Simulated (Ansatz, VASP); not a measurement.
# One calculation of SiGe, two programs

```
Si Ge
1.0
     3.90060    0.00000    0.00000
    -1.95030    3.37802    0.00000
     0.00000    0.00000    6.44339
Si Ge
2 2
Direct
  0.66667 0.33333 0.87455
  0.33333 0.66667 0.37455
  0.66667 0.33333 0.50045
  0.33333 0.66667 0.00045
```

Alike in both runs: task single point; functional PBEsol; k mesh 12 × 12 × 6; occupations gaussian, width 0.02 eV; no spin polarisation.

|  | VASP | Ansatz |
| --- | --- | --- |
| version | VASP 6.6.1 | Ansatz 0.2.0 |
| potentials or method | VASP PAW PBE potentials, release 64 (Si, Ge_d), cutoff 520 eV | scalar-relativistic, plane waves, PAW |
| valence electrons in the cell | 36 | 36 |

VASP gave:

- gap on the k mesh at the Fermi level (eV): 0.35
- least direct gap on the mesh (eV): 0.41
- pressure (GPa): 0.0

Estimate Ansatz's values.

gap on the k mesh at the Fermi level (eV): 0.35; least direct gap on the mesh (eV): 0.40; pressure (GPa): 0.0.

VASP's potentials were made for PBE, not for PBEsol.
